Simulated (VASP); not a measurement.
# SiC: single point with PBE

Crystal: SiC.

```
Si C
1.0
     0.00000    2.17805    2.17805
     2.17805    0.00000    2.17805
     2.17805    2.17805    0.00000
Si C
1 1
Cartesian
  0.0000 0.0000 0.0000
  1.0890 1.0890 1.0890
```

```yaml
Program: VASP 6.6.1
Task: single point
Functional: PBE
Potentials_or_basis: VASP PAW PBE potentials, release 64 (Si, C)
Cutoff: 520 eV
k_mesh: 8 × 8 × 8
Occupations: gaussian, width 0.01 eV
Spin: no spin polarisation
Dipole_correction: no
Further_INCAR_settings: ALGO = Normal; EDIFF = 1e-06; NBANDS = 11
```

```yaml
Pressure: 3.5 GPa
Band_gap_on_the_k_mesh: 1.35 eV, indirect (least direct gap 4.54 eV)
```

Levels at points of the mesh, in eV from the valence-band top:
```csv
k point,band 2,band 3,band 4,band 5,band 6,band 7
"(0.00, 0.00, 0.00)",0.00,0.00,0.00,6.25,7.32,7.32
"(0.50, 0.00, 0.00)",-8.54,-1.05,-1.05,5.45,7.23,7.23
"(0.50, 0.50, 0.00)",-7.80,-3.19,-3.19,1.35,4.33,14.05
```

Wall time 7.9 s on 1 thread of Intel Xeon 8259CL, with other jobs on the host, peak memory 0.13 GiB.

A k mesh can miss the band edges.
